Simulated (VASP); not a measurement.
Wanted: the native input for a VASP 6.6.1 run.

```yaml
Task: relaxation of cell and atoms
Functional: PBEsol
Potentials_or_basis: VASP PAW PBE potentials, release 64 (Ga_d)
Cutoff: 500 eV
k_mesh: 13 × 13 × 13
Occupations: fermi-dirac, width 0.1 eV
Spin: no spin polarisation
Dipole_correction: no
Further_INCAR_settings: ALGO = Normal; EDIFF = 1e-07; IBRION = 2; EDIFFG = -0.01; NSW = 80; ISIF = 3
```

The structure of Ga lies in POSCAR:

```
Ga
1.0
   -1.6983540166      1.6983540166      1.6983540166
    1.6983540166     -1.6983540166      1.6983540166
    1.6983540166      1.6983540166     -1.6983540166
Ga
1
Direct
    0.0000000000      0.0000000000      0.0000000000
```

The input as run:

INCAR

```
  ALGO = Normal
  EDIFF = 1E-7
  EDIFFG = -0.01
  ENCUT = 500
  GGA = PS
  GGA_COMPAT = F
  IBRION = 2
  ISIF = 3
  ISMEAR = -1
  LASPH = T
  LCHARG = F
  LREAL = F
  LWAVE = F
  NELM = 120
  NELMIN = 4
  NSW = 80
  PREC = Accurate
  SIGMA = 0.1
```

KPOINTS

```
k-points
0
Gamma
  13 13 13
```

Potentials or basis: VASP PAW PBE potentials, release 64 (Ga_d).

The run is started by

```console
$ cat potpaw_PBE.64/Ga_d/POTCAR > POTCAR
$ mpirun -np 1 vasp_std > vasp.out
```

Results of the run:

| Property | Result |
| --- | --- |
| Relaxed volume | 18.03 Å³/atom |
| Relaxed cell | a = 2.861 Å, b = 2.861 Å, c = 2.861 Å, α = 109.47°, β = 109.47°, γ = 109.47° |
| Space group after relaxing (to 0.05 Å) | Im-3m (No. 229) |
| Energy gained by relaxing | 22.3 meV/atom |
| Ionic steps | 11 |
| Pressure after relaxing | -0.1 GPa |

Caveat: the PAW data sets were made with another functional, which shifts forces and pressure a little.

Run time: 51 s on 1 thread of Intel Xeon 6975P-C (shared host), peak memory 0.16 GiB.
